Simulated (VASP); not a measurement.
Hg:

```xyz
2
Lattice="3.4618 0.0000 0.0000 -1.7309 2.9980 0.0000 0.0000 0.0000 5.4875" Properties=species:S:1:pos:R:3 pbc="T T T"
Hg    1.7309    0.9993    4.1157
Hg    0.0000    1.9987    1.3719
```

- Program: VASP 6.6.1
- Task: relaxation of cell and atoms
- Functional: PBE
- Dispersion: D3(BJ)
- Potentials or basis: VASP PAW PBE potentials, release 64 (Hg_sv_GW)
- Cutoff: 550 eV
- k mesh: 12 × 12 × 4
- Occupations: fermi-dirac, width 0.02 eV
- Spin: no spin polarisation

At the start: pressure -1.4 GPa; volume 28.48 Å³/atom.

Question: Where does the relaxation end?

Answer: Over 12 steps the energy falls by 14.0 meV/atom and the volume is 25.73 Å³/atom (-9.6 %); space group P6_3/mmc (No. 194, to 0.1 Å) before and after.

Step by step:
| step | energy change (eV) | largest force (eV/Å) | pressure (GPa) | volume (Å³) |
| --- | --- | --- | --- | --- |
| 1 | 0.0000 | 0.0000 | -1.37 | 56.95 |
| 2 | -0.0146 | 0.0000 | -0.85 | 54.97 |
| 3 | -0.0217 | 0.0000 | -0.31 | 53.12 |
| 4 | -0.0216 | 0.0000 | 0.53 | 49.53 |
| 5 | -0.0241 | 0.0000 | 0.10 | 51.42 |
| 6 | -0.0241 | 0.0000 | 0.07 | 51.54 |
| 7 | -0.0260 | 0.0000 | 0.09 | 51.44 |
| 8 | -0.0278 | 0.0000 | 0.08 | 51.24 |
| 9 | -0.0278 | 0.0000 | 0.07 | 51.22 |
| 10 | -0.0279 | 0.0000 | 0.07 | 51.20 |
| 11 | -0.0280 | 0.0000 | 0.03 | 51.36 |
| 12 | -0.0280 | 0.0000 | 0.00 | 51.47 |

Final structure:
```yaml
crystal:
  lattice:
    - [3.29550, 0.00000, 0.00000]
    - [-1.64775, 2.85399, 0.00000]
    - [0.00000, 0.00000, 5.47240]
  atoms:
    - { symbol: Hg, position: [0.66667, 0.33333, 0.75000] }
    - { symbol: Hg, position: [0.33333, 0.66667, 0.25000] }
```
